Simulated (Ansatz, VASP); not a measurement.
# Sc in VASP and in Ansatz

```
Sc
1.0
    -3.12865    3.12865    2.74186
     3.12865   -3.12865    2.74186
     3.12865    3.12865   -2.74186
Sc
4
Cartesian
  2.1041 1.0245 0.0000
  1.0245 4.1532 0.0000
  2.1041 -1.0245 2.7419
  1.0245 2.1041 2.7419
```

Alike in both runs: task single point; functional PBEsol; k mesh 6 × 6 × 6; occupations gaussian, width 0.1 eV; no spin polarisation.

|  | VASP | Ansatz |
| --- | --- | --- |
| version | VASP 6.6.1 | Ansatz 0.2.0 |
| potentials or method | VASP PAW PBE potentials, release 64 (Sc_sv), cutoff 520 eV | plane waves, PAW |
| valence electrons in the cell | 44 | 44 |

|  | VASP | Ansatz | Ansatz less VASP |
| --- | --- | --- | --- |
| pressure (GPa) | -3.5 | -3.5 | 0.00 |
| traceless stress, the component that is largest in VASP (GPa) | -0.23 | -0.23 | +0.008 |

VASP's potentials were made for PBE, not for PBEsol. With one functional, cell and mesh, what is left measures potentials, basis and numerics. Ansatz's warnings: structure snapped to symmetry.
